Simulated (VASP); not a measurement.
Set up this calculation in VASP 6.6.1, as the native input.

```
Task                   : single point
Functional             : PBE
Potentials or basis    : VASP PAW PBE potentials, release 64 (K_sv, Cl)
Cutoff                 : 500 eV
k mesh                 : 4 × 4 × 4
Occupations            : gaussian, width 0.01 eV
Spin                   : no spin polarisation
Dipole correction      : no
Further INCAR settings : ALGO = Normal; EDIFF = 1e-06; NBANDS = 15
```

The structure of KCl lies in POSCAR:

```
KCl
1.0
    0.0000000000      3.5647895152      3.5647895152
    3.5647895152      0.0000000000      3.5647895152
    3.5647895152      3.5647895152      0.0000000000
K Cl
1 1
Direct
    0.0000000000      0.0000000000      0.0000000000
    0.2500000000      0.2500000000      0.2500000000
```

The input as run:

INCAR

```
  PREC = Accurate
  ENCUT = 500
  EDIFF = 1E-6
  ISMEAR = 0
  SIGMA = 0.01
  LREAL = F
  LASPH = T
  NELM = 120
  ALGO = Normal
  ISIF = 2
  LWAVE = F
  LCHARG = F
  GGA = PE
  NBANDS = 15
  GGA_COMPAT = F
```

KPOINTS

```
Automatic mesh
0
Gamma
  4 4 4
```

Potentials or basis: VASP PAW PBE potentials, release 64 (K_sv, Cl).

Command:

```console
$ cat potpaw_PBE.64/K_sv/POTCAR potpaw_PBE.64/Cl/POTCAR > POTCAR
$ mpirun -np 1 vasp_std > vasp.out
```

Results of the run:

```
Pressure               : -0.3 GPa
Band gap on the k mesh : 4.68 eV (least direct gap 4.70 eV)
```

Wall time 23 s on 1 thread of Intel Xeon 8259CL, on a shared host, peak memory 0.23 GiB.
